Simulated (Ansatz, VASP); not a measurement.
**One calculation of Zn, two programs**

```xyz
1
Lattice="-1.4654 1.5056 1.5659 1.4654 -1.5056 1.5659 1.4654 1.5056 -1.5659" Properties=species:S:1:pos:R:3 pbc="T T T"
Zn    0.0000    0.0000    0.0000
```

Change from the starting cell: normal strain along x -0.0267, normal strain along z +0.0400.

Alike in both runs: task single point; functional LDA; k mesh 20 × 20 × 20; occupations gaussian, width 0.15 eV; no spin polarisation.

```csv
,VASP,Ansatz
version,VASP 6.6.1,Ansatz 0.2.0
potentials or method,"VASP PAW LDA potentials, release 64 (Zn), cutoff 520 eV","scalar-relativistic, plane waves, PAW"
valence electrons in the cell,12,12
```

|  | VASP | Ansatz | Ansatz less VASP |
| --- | --- | --- | --- |
| gap on the k mesh at the Fermi level (eV) | none | none | - |
| pressure (GPa) | -0.5 | -1.1 | -0.62 |
| traceless stress, the component that is largest in VASP (GPa) | 1.96 | 1.96 | -0.002 |

LDA's correlation is that of Perdew and Zunger in VASP and of Perdew and Wang (1992) in Ansatz. A gap of «none» marks a metal or a gap that the smearing closes.
